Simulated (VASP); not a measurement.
Wanted: the native input for a VASP 6.6.1 run.

```
Task                   : single point
Functional             : PBE
Potentials or basis    : VASP PAW PBE potentials, release 64 (Zn, Se)
Cutoff                 : 520 eV
k mesh                 : 10 × 10 × 6
Occupations            : fermi-dirac, width 0.08 eV
Spin                   : no spin polarisation
Dipole correction      : no
Further INCAR settings : ALGO = Normal; EDIFF = 1e-06; NBANDS = 26
```

The structure of ZnSe (NiAs type) lies in POSCAR:

```
ZnSe
1.0
    3.2291515499      0.0000000000      0.0000000000
   -1.6145757750      2.7965272749      0.0000000000
    0.0000000000      0.0000000000      5.5340720278
Zn Se
2 2
Direct
    0.0000000000      0.0000000000      0.0000000000
    0.0000000000      0.0000000000      0.5000000000
    0.3333333333      0.6666666667      0.2500000000
    0.6666666667      0.3333333333      0.7500000000
```

This cell differs from its parent crystal: volume scaled by 0.64.

One way to write it, as run:

INCAR

```
SYSTEM = ZnSe
PREC = Accurate
ENCUT = 520
EDIFF = 1E-6
ISMEAR = -1
SIGMA = 0.08
LREAL = .False.
LASPH = .True.
NELM = 80
ALGO = Normal
ISIF = 2
LWAVE = .False.
LCHARG = .False.
GGA = PE
NBANDS = 26
```

KPOINTS

```
Automatic mesh
0
Gamma
  10 10 6
  0 0 0
```

Potentials or basis: VASP PAW PBE potentials, release 64 (Zn, Se).

The run is started by

```sh
$ cat potpaw_PBE.64/Zn/POTCAR potpaw_PBE.64/Se/POTCAR > POTCAR
$ mpirun -np 1 vasp_std > vasp.out
```

Results of the run:

- Pressure: 87.8 GPa
- Band gap on the k mesh: zero (band 18 reaches 8.75 eV, above the bottom of band 19 at 7.46 eV)

Run time: 100 s on 1 thread of AMD EPYC 7R13, on a shared host, peak memory 0.18 GiB.
